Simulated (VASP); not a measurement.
Here is a VASP 6.6.1 calculation.

File INCAR:

```
SYSTEM = Rb
ALGO = Normal
EDIFF = 1E-6
EDIFFG = -0.01
ENCUT = 600
GGA = RP
IBRION = 2
ISIF = 3
ISMEAR = -1
LASPH = .True.
LCHARG = .False.
LREAL = .False.
LWAVE = .False.
NELM = 100
NSW = 80
PREC = Accurate
SIGMA = 0.1
```

File KPOINTS:

```
k-points
0
Gamma
  3 3 3
  0 0 0
```

POSCAR

```
Rb
1.0
    8.8656348752      0.0000000000      0.0000000000
    0.0000000000      8.8656348752      0.0000000000
    0.0000000000      0.0000000000      8.8656348752
Rb
8
Direct
    0.0000000000      0.0000000000      0.0000000000
    0.5000000000      0.5000000000      0.5000000000
    0.2500000000      0.0000000000      0.5000000000
    0.7500000000      0.0000000000      0.5000000000
    0.5000000000      0.2500000000      0.0000000000
    0.5000000000      0.7500000000      0.0000000000
    0.0000000000      0.5000000000      0.2500000000
    0.0000000000      0.5000000000      0.7500000000
```

Potentials or basis: VASP PAW PBE potentials, release 64 (Rb_sv).

Command:

```sh
$ cat potpaw_PBE.64/Rb_sv/POTCAR > POTCAR
$ mpirun -np 1 vasp_std > vasp.out
```

Q: What does it give for the relaxed cell?

A: a = 9.349 Å, b = 9.349 Å, c = 9.349 Å, α = 90.00°, β = 90.00°, γ = 90.00°.

Q: Estimate the space group after relaxing (to 0.1 Å).

A: Pm-3n (No. 223).

Q: Predict the relaxed volume.

A: 102.13 Å³/atom.

Step by step:
| step | energy change (eV) | largest force (eV/Å) | pressure (GPa) | volume (Å³) |
| --- | --- | --- | --- | --- |
| 1 | 0.0000 | 0.0000 | 0.48 | 696.83 |
| 2 | -0.0689 | 0.0000 | 0.34 | 723.65 |
| 3 | -0.1601 | 0.0000 | 0.04 | 804.43 |
| 4 | -0.1619 | 0.0000 | 0.01 | 817.07 |

Caveat: the volume moved by over 15 % at a fixed basis, so the end points are rough; the PAW data sets were made with another functional, which shifts forces and pressure a little.
